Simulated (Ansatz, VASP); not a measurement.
# One calculation of W, two programs

```xyz
1
Lattice="0.0000 1.8456 2.1539 1.8456 0.0000 2.1539 1.8456 1.8456 0.0000" Properties=species:S:1:pos:R:3 pbc="T T T"
W     0.0000    0.0000    0.0000
```

Alike in both runs: task single point; functional LDA; k mesh 22 × 22 × 22; occupations gaussian, width 0.15 eV; no spin polarisation.

|  | VASP | Ansatz |
| --- | --- | --- |
| version | VASP 6.6.1 | Ansatz 0.2.0 |
| potentials or method | VASP PAW LDA potentials, release 64 (W_sv), cutoff 520 eV | scalar-relativistic, plane waves, PAW |
| valence electrons in the cell | 14 | 14 |

|  | VASP | Ansatz | Ansatz less VASP |
| --- | --- | --- | --- |
| gap on the k mesh at the Fermi level (eV) | none | none | - |
| pressure (GPa) | 27.5 | 25.2 | -2.36 |
| traceless stress, the component that is largest in VASP (GPa) | 1.75 | 2.01 | +0.256 |

Ansatz warns that its potentials were made for another functional, while VASP's fit it. LDA's correlation is that of Perdew and Zunger in VASP and of Perdew and Wang (1992) in Ansatz. A gap of «none» marks a metal or a gap that the smearing closes.

Spin-orbit coupling is off throughout.
